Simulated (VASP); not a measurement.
# Cu: single point with PBE

The system is Cu.

```
Cu
1.0
    -1.47357    1.47357    1.38424
     1.47357   -1.47357    1.38424
     1.47357    1.47357   -1.38424
Cu
1
Direct
  0.00000 0.00000 0.00000
```

```yaml
Program: VASP 6.6.1
Task: single point
Functional: PBE
Potentials_or_basis: VASP PAW PBE potentials, release 64 (Cu)
Cutoff: 520 eV
k_mesh: 13 × 13 × 13
Occupations: fermi-dirac, width 0.05 eV
Spin: no spin polarisation
```

| Item | Value |
| --- | --- |
| Pressure | 0.5 GPa |

Levels at points of the mesh, in eV from the Fermi level:
| k point | band 3 | band 4 | band 5 | band 6 | band 7 | band 8 | band 9 | band 10 |
| --- | --- | --- | --- | --- | --- | --- | --- | --- |
| (0.00, 0.00, 0.00) | -2.89 | -2.89 | -2.14 | -1.89 | 24.23 | 24.23 | 25.94 | 27.93 |

Wall time 16 s on 1 thread of AMD EPYC 9R45 96-Core Processor (Zen 5) (shared host), peak memory 0.11 GiB.
